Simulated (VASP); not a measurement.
Ag: single point with PBEsol

Ag:

```xyz
1
Lattice="-1.5232 1.5232 1.5232 1.5232 -1.5232 1.5232 1.5232 1.5232 -1.5232" Properties=species:S:1:pos:R:3 pbc="T T T"
Ag    0.0000    0.0000    0.0000
```

This cell differs from its parent crystal: strain -0.080 along x and y, -0.080 along z.

```
Program             : VASP 6.6.1
Task                : single point
Functional          : PBEsol
Potentials or basis : VASP PAW PBE potentials, release 64 (Ag)
Cutoff              : 520 eV
k mesh              : 20 × 20 × 20
Occupations         : gaussian, width 0.15 eV
Spin                : no spin polarisation
```

* Pressure: 31.3 GPa

Levels at points of the mesh, in eV from the Fermi level:
```
           k point  band 3  band 4  band 5  band 6  band 7  band 8
(0.00, 0.00, 0.00)   -5.80   -5.80   -3.97   -3.97   18.41   18.41
(0.50, 0.00, 0.00)   -4.03   -3.77   -2.54   -0.70    5.33   13.80
(0.50, 0.50, 0.50)   -2.89   -2.89   -2.89    7.35    7.35    7.35
```

Wall time 16 s on 1 thread of Intel(R) Xeon(R) 6975P-C (Granite Rapids), with other jobs on the host, peak memory 0.15 GiB.

Caveat: the cell differs from its parent crystal (strain -0.080 along x and y, -0.080 along z); the PAW data sets were made with another functional, which shifts forces and pressure a little.
